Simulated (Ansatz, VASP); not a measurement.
**Two plane-wave programs on LiCl**

Contents of INCAR:

```
PREC = Accurate
ENCUT = 520
EDIFF = 1E-6
ISMEAR = 0
SIGMA = 0.1
LREAL = F
LASPH = T
NELM = 80
ALGO = Normal
ISIF = 2
LWAVE = F
LCHARG = F
GGA = PE
NBANDS = 30
```

File KPOINTS:

```
regular mesh
0
Gamma
  4 2 2
```

File POSCAR:

```
LiCl
1.0
    0.0000000000      0.0000000000      3.9498443742
    6.6531381187      0.0000000000      0.0000000000
    0.0000000000      6.6531381187      0.0000000000
Li Cl
4 4
Direct
    0.0000000000      0.6709042070      0.6709042070
    0.5000000000      0.8290957930      0.1709042070
    0.0000000000      0.3290957930      0.3290957930
    0.5000000000      0.1709042070      0.8290957930
    0.5000000000      0.8097929963      0.8097929963
    0.0000000000      0.6902070037      0.3097929963
    0.5000000000      0.1902070037      0.1902070037
    0.0000000000      0.3097929963      0.6902070037
```

Input for Ansatz:

```yaml
crystal:
  lattice:
    - [0.0, 0.0, 3.9498443742]
    - [6.6531381187, 0.0, 0.0]
    - [0.0, 6.6531381187, 0.0]
  atoms:
    - { symbol: Li, position: [0.0, 0.670904207, 0.670904207] }
    - { symbol: Li, position: [0.5, 0.829095793, 0.170904207] }
    - { symbol: Li, position: [0.0, 0.329095793, 0.329095793] }
    - { symbol: Li, position: [0.5, 0.170904207, 0.829095793] }
    - { symbol: Cl, position: [0.5, 0.8097929963, 0.8097929963] }
    - { symbol: Cl, position: [0.0, 0.6902070037, 0.3097929963] }
    - { symbol: Cl, position: [0.5, 0.1902070037, 0.1902070037] }
    - { symbol: Cl, position: [0.0, 0.3097929963, 0.6902070037] }
basis:
  ecutwfc: 420
kpoints:
  mp_grid: { grid: [4, 2, 2] }
hamiltonian:
  xc: pbe
scf:
  occupations: { method: gaussian, width: 0.1 }
  lower_state_search: "off"
output:
  forces: true
  stress: true
  eigenvalues: true
```

Alike in both runs: task single point; functional PBE; k mesh 4 × 2 × 2; occupations gaussian, width 0.1 eV; no spin polarisation.

|  | VASP | Ansatz |
| --- | --- | --- |
| version | VASP 6.6.1 | Ansatz 0.2.0 |
| potentials or method | VASP PAW PBE potentials, release 64 (Li_sv, Cl), cutoff 520 eV | scalar-relativistic, plane waves, PAW |
| valence electrons in the cell | 40 | 40 |

VASP gave:

```
gap on the k mesh at the Fermi level (eV) : 5.91
least direct gap on the mesh (eV)         : 5.91
```

Task: Which values does Ansatz return?

Result: gap on the k mesh at the Fermi level (eV): 5.90; least direct gap on the mesh (eV): 5.90.

The k mesh is coarse, so the values compare programs but aren't converged. Noted on VASP's run: the cutoff is short for stress, so the pressure is rough.
